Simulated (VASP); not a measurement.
# Co14NiW5 in VASP: a series of runs, part 2 of 2

VASP 6.6.1. Earlier steps stand in the parts before.

## Step 4: Single point, PBE

INCAR

```
PREC     = Accurate       # precision mode
ENCUT    = 520            # plane-wave cutoff, eV
EDIFF    = 1E-6           # SCF threshold, eV
ISMEAR   = -1             # smearing method
SIGMA    = 0.2809         # smearing width, eV
LREAL    = Auto         
LASPH    = T              # aspherical terms in the spheres
NELM     = 100            # most SCF steps
ALGO     = Normal         # electronic algorithm
ISIF     = 2              # what is computed and relaxed
LWAVE    = F              # write WAVECAR
LCHARG   = T              # write CHGCAR
GGA      = PE             # functional
LELF     = T              # ELF
LVHAR    = T            
NBANDS   = 119            # bands
ISYM     = 0
```

KPOINTS

```
Automatic mesh
0
Gamma
  1 1 1
  0.25 0.25 0.25
```

POSCAR

```
Co14NiW5
1.0
    6.4067140000     -0.0639040000     -0.2633820000
   -0.0639040000      6.1558140000      0.0545630000
   -0.2633820000      0.0545630000      6.6380590000
Co W Ni
14 5 1
Direct
    0.7585726353      0.9394070444      0.4892287808
    0.6145664124      0.2063328848      0.6957716992
    0.2730927528      0.5222627411      0.8444445121
    0.3266610463      0.3541878381      0.2422977995
    0.5122548612      0.6094460218      0.5702908797
    0.5444748828      0.0727872050      0.1515610806
    0.2809655371      0.8115529321      0.1285105333
    1.0165200206      0.2687039528      0.9431691978
   -0.0379893113      0.5512794140      0.0622912271
    0.6798392027      0.4710158914      1.0040911611
    0.3529185491      1.0142500972      0.5117379742
    0.6261945899      0.7389560826      0.2185206131
    0.8317607006      0.5235161699      0.7240743392
    0.2938723849      0.1094391329      0.9263910383
    0.1137669716      0.6358674832      0.4138740459
    0.0443715337      0.8916736237      0.7785961642
    0.7039498554      0.8684101936      0.8962590805
    0.9535467788      0.9920682388      0.2146857746
    0.7625272662      0.3696543150      0.4164055348
    0.0461756710      0.2351819749      0.6052511143
```

Run with:

```bash
$ cat potpaw_PBE.64/Co/POTCAR potpaw_PBE.64/W_sv/POTCAR potpaw_PBE.64/Ni/POTCAR > POTCAR
$ mpirun -np 1 vasp_std > vasp.out
```

It took 2.8 min on 1 thread of Intel Xeon Platinum 8488C (Sapphire Rapids), shared host; peak memory 0.35 GiB.

The run converged. Its results:

- Free energy: -158.8652 eV
- Pressure: 6.5 GPa
- Largest force: 8.413 eV/Å

Forces in eV/Å, atoms in the order of the input:
```
Co  -0.488  0.035  1.466
Co  -0.968  0.293  1.719
Co   0.183  0.625 -0.522
Co  -0.352  1.050  0.070
Co  -1.205  0.358 -0.344
Co   1.400  2.214  1.704
Co  -0.164 -1.433 -0.125
Co  -2.179 -2.329  0.058
Co   5.474  5.240  3.655
Co  -7.344 -3.736 -0.022
Co  -0.180 -0.801 -0.533
Co   0.138 -2.769  2.172
Co   2.401  1.460 -1.153
Co   2.924  1.541 -1.889
W   -0.132  0.052  1.688
W    2.356 -3.537 -1.186
W   -3.764  0.591 -1.378
W    1.825  0.690 -0.004
W   -2.056  0.196 -4.397
Ni   2.132  0.258 -0.978
```

Stress tensor (GPa, compression positive):
```
 9.32 -1.53  0.66
-1.53  5.65  2.06
 0.66  2.06  4.49
```

Levels at points of the mesh, in eV from the Fermi level:
| k point | band 101 | band 102 | band 103 | band 104 | band 105 | band 106 | band 107 | band 108 |
| --- | --- | --- | --- | --- | --- | --- | --- | --- |
| (0.25, 0.25, 0.25) | -0.19 | -0.13 | -0.11 | -0.04 | 0.03 | 0.06 | 0.14 | 0.19 |

Caveat: the k points lie up to 1.02 Å⁻¹ apart, too coarse for converged energies, forces and pressures; atoms lie so close that the PAW spheres overlap strongly, which falsifies energies and pressures; the atoms stand as in a frame of molecular dynamics; so wide a smearing shifts energies and pressures; spin-orbit coupling is left out, which moves the levels of the heavy elements; the run has no spin polarisation, though such a crystal can be magnetic.

## Step 5: Single point, PBE

INCAR

```
ALGO = Normal ; EDIFF = 1E-6
ENCUT = 520 ; GGA = PE
ISIF = 2 ; ISMEAR = -1
ISYM = 0 ; LASPH = T
LCHARG = F ; LREAL = Auto
LWAVE = F ; NBANDS = 119
NELM = 60 ; PREC = Accurate
SIGMA = 0.2025
```

KPOINTS is that of step 4.

POSCAR

```
Co14NiW5
1.0
    6.4067140000     -0.0639040000     -0.2633820000
   -0.0639040000      6.1558140000      0.0545630000
   -0.2633820000      0.0545630000      6.6380590000
Co W Ni
14 5 1
Direct
    0.7583012064      0.9986280885      0.5385281667
    0.6083654127      0.2654772255      0.6945468947
    0.2749564877      0.5097620221      0.8357243351
    0.3326756272      0.4608839800      0.1815927758
    0.4712205977      0.5558603045      0.5201187000
    0.5483219137      0.1446378588      0.1988015242
    0.2398673416      0.8469579983      0.0727705450
   -0.0880560134      0.2426879972      0.8976907023
    0.9996346359      0.5225312323      0.0817875976
    0.6120088456      0.4382192406     -0.0066038043
    0.3999296382     -0.0025404673      0.5055210994
    0.6349588298      0.7688291716      0.2381839481
    0.8545328961      0.5422740326      0.7279289752
    0.3093687686      0.1252317501      0.8649733522
    0.1057550200      0.6530026202      0.4482982430
    0.0809387185      0.8735470212      0.7444664857
    0.6930808514      0.8801503092      0.8836582169
    0.9414942521      0.9825166566      0.1711683465
    0.7208175753      0.4126237199      0.3572064344
    0.0476620291      0.2761748707      0.5313245018
```

Run with:

```bash
$ cat potpaw_PBE.64/Co/POTCAR potpaw_PBE.64/W_sv/POTCAR potpaw_PBE.64/Ni/POTCAR > POTCAR
$ mpirun -np 1 vasp_std > vasp.out
```

It took 2.7 min on 1 thread of Intel Xeon Platinum 8488C (Sapphire Rapids), shared host; peak memory 0.35 GiB.

It converged, with:

```yaml
Free_energy: -159.2657 eV
Pressure: 2.9 GPa
Largest_force: 4.001 eV/Å
```

Forces in eV/Å, atoms in the order of the input:
```
Co   1.324 -0.818 -1.659
Co  -1.263 -0.630  0.353
Co  -0.778  0.323 -1.014
Co  -0.099 -0.178  1.362
Co  -1.324  2.261  1.812
Co  -1.448 -2.566 -0.791
Co   2.816 -1.899  2.115
Co   0.796 -2.333 -0.908
Co  -0.966  2.147  0.977
Co   0.647  1.678 -1.163
Co  -1.485 -0.664  0.061
Co  -0.772 -0.354 -0.051
Co  -0.656  1.803 -0.920
Co   1.953  2.233 -0.096
W    0.541 -0.218 -3.298
W   -0.898  0.672  0.781
W   -3.275 -0.561 -1.088
W    0.926  1.708  2.658
W    2.682 -1.184  0.334
Ni   1.278 -1.420  0.534
```

Stress tensor (GPa, compression positive):
```
1.52 1.38 3.29
1.38 4.36 1.30
3.29 1.30 2.77
```

Levels at points of the mesh, in eV from the Fermi level:
```csv
k point,band 100,band 101,band 102,band 103,band 104,band 105,band 106,band 107
"(0.25, 0.25, 0.25)",-0.22,-0.16,-0.12,0.00,0.01,0.06,0.11,0.16
```

Caveat: the k points lie up to 1.02 Å⁻¹ apart, too coarse for converged energies, forces and pressures; the atoms stand as in a frame of molecular dynamics; spin-orbit coupling is left out, which moves the levels of the heavy elements; the run has no spin polarisation, though such a crystal can be magnetic.

## Step 6: Single point, PBE

INCAR

```
SYSTEM = Co14NiW5
  PREC = Accurate
  ENCUT = 520
  EDIFF = 1E-7
  ISMEAR = -1
  SIGMA = 0.2025
  LREAL = Auto
  LASPH = .True.
  NELM = 80
  ALGO = Normal
  ISIF = 2
  LWAVE = .False.
  LCHARG = .True.
  GGA = PE
  LELF = .True.
  LVHAR = .True.
  NBANDS = 119
  ISYM = 0
```

KPOINTS is that of step 5.

POSCAR

```
Co14NiW5
1.0
    6.4067140000     -0.0639040000     -0.2633820000
   -0.0639040000      6.1558140000      0.0545630000
   -0.2633820000      0.0545630000      6.6380590000
Co W Ni
14 5 1
Direct
    0.7337855070      1.0125379444      0.4603224808
    0.5320535240      0.2414509336      0.6444900586
    0.2395107320      0.5387109446      0.8051118754
    0.3132042444      0.3764867439      0.2340896810
    0.4461856196      0.6579480567      0.5162507054
    0.4831419660      0.1006947421      0.2058098143
    0.2744059714      0.7644282626      0.1377753790
   -0.0873566776      0.2034983281      0.8407840823
    0.9744061670      0.5301062069      0.1143309904
    0.6068875988      0.4203953437     -0.0407418436
    0.3270964524     -0.0042864775      0.4733707852
    0.6691220184      0.7547679529      0.1688221348
    0.8023873170      0.5696581841      0.7166382698
    0.3296724453      0.1202704526      0.8805207172
    0.0978510476      0.6570968704      0.4287330119
    0.0932348576      0.8483424725      0.7809250073
    0.6180364396      0.8888981196      0.8129961974
    0.9361611784      1.0440295358      0.1601600136
    0.7205357914      0.4228449868      0.3918045119
    0.1159955069      0.2311532402      0.5218595849
```

Potentials or basis: VASP PAW PBE potentials, release 64 (Co, W_sv, Ni).

Run with:

```bash
$ cat potpaw_PBE.64/Co/POTCAR potpaw_PBE.64/W_sv/POTCAR potpaw_PBE.64/Ni/POTCAR > POTCAR
$ mpirun -np 1 vasp_std > vasp.out
```

It took 3.8 min on 1 thread of Intel Xeon Platinum 8488C (Sapphire Rapids), shared host; peak memory 0.35 GiB.

It converged, with:

| Item | Value |
| --- | --- |
| Free energy | -160.7587 eV |
| Pressure | -3.9 GPa |
| Largest force | 3.560 eV/Å |

Forces on the atoms (eV/Å):
```
Co   0.975 -1.170  0.875
Co   0.220  2.011  0.398
Co   1.199 -2.873  0.747
Co  -0.913  1.739 -0.131
Co   2.703 -1.126  0.269
Co   2.314 -1.141 -1.629
Co   0.859  1.026 -0.674
Co  -0.719  0.403 -0.833
Co  -0.699 -0.899 -2.120
Co  -0.385 -0.436  1.300
Co   0.675 -1.741 -0.474
Co  -0.315  0.169  0.495
Co   0.817  0.164 -0.449
Co  -1.176  0.797  0.929
W   -2.417  0.156  0.143
W   -2.293  2.039  0.626
W   -0.081 -0.091  1.096
W    1.299 -0.248  0.577
W    0.507 -1.043 -2.119
Ni  -2.570  2.263  0.974
```

Stress tensor (GPa, compression positive):
```
-5.94 -2.61 -2.66
-2.61 -1.05  2.08
-2.66  2.08 -4.78
```

Levels at points of the mesh, in eV from the Fermi level:
```csv
k point,band 101,band 102,band 103,band 104,band 105,band 106
"(0.25, 0.25, 0.25)",-0.20,-0.08,-0.02,0.01,0.03,0.13
```

Caveat: the k points lie up to 1.02 Å⁻¹ apart, too coarse for converged energies, forces and pressures; the atoms stand as in a frame of molecular dynamics; spin-orbit coupling is left out, which moves the levels of the heavy elements; the run has no spin polarisation, though such a crystal can be magnetic. Spin polarisation is off, so any magnetic state and its effect on volume and gap are missing.

## Step 7: Summary

```tsv
cell	smearing	pressure (GPa)	largest force (eV/Å)
as given, atomic positions A	fermi-dirac 0.2809 eV	1.4	4.98
as given, atomic positions B	fermi-dirac 0.2809 eV	7.1	8.15
as given, atomic positions C	fermi-dirac 0.2809 eV	6.5	8.41
as given, atomic positions D	fermi-dirac 0.2025 eV	2.9	4.00
as given, atomic positions E	fermi-dirac 0.2025 eV	-3.9	3.56
```

Alike in all rows: task single point; level PBE; potentials or basis VASP PAW PBE potentials, release 64 (Co, W_sv, Ni); no spin polarisation; k mesh 1 × 1 × 1, shifted; cutoff (eV) 520.

Caveats: all runs use coarse meshes; the atoms stand as in a frame of molecular dynamics; spin-orbit coupling is left out, which moves the levels of the heavy elements; the run has no spin polarisation, though such a crystal can be magnetic; so wide a smearing shifts energies and pressures (at least some runs); atoms lie so close that the PAW spheres overlap strongly, which falsifies energies and pressures (at least some runs).

Total energies depend on the potentials used, so only differences within one code and one set of settings carry meaning.
